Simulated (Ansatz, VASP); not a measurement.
# CsH: VASP beside Ansatz

```
CELL_PARAMETERS angstrom
0.00000 3.18800 3.44304
3.18800 0.00000 3.44304
3.18800 3.18800 0.00000
ATOMIC_POSITIONS crystal
Cs 0.00000 0.00000 0.00000
H 0.50000 0.50000 0.50000
```

Change from the starting cell: strain +0.000 along x and y, +0.080 along z, atoms carried along.

Alike in both runs: task single point; functional r2SCAN; k mesh 6 × 6 × 6; occupations gaussian, width 0.05 eV; no spin polarisation.

|  | VASP | Ansatz |
| --- | --- | --- |
| version | VASP 6.6.1 | Ansatz 0.2.0 |
| potentials or method | VASP PAW PBE potentials, release 64 (Cs_sv, H), cutoff 520 eV | scalar-relativistic, plane waves, PAW |
| valence electrons in the cell | 10 | 10 |

|  | VASP | Ansatz | Ansatz less VASP |
| --- | --- | --- | --- |
| gap on the k mesh at the Fermi level (eV) | 2.72 | 2.73 | +0.014 |
| least direct gap on the mesh (eV) | 2.72 | 2.73 | +0.014 |
| pressure (GPa) | -0.5 | -0.5 | -0.01 |
| traceless stress, the component that is largest in VASP (GPa) | -0.74 | -0.72 | +0.019 |

VASP's potentials were made for PBE, not for r2SCAN. The functional is the same, so the differences come from potentials, cutoffs and numerics.

Spin-orbit coupling is off throughout.
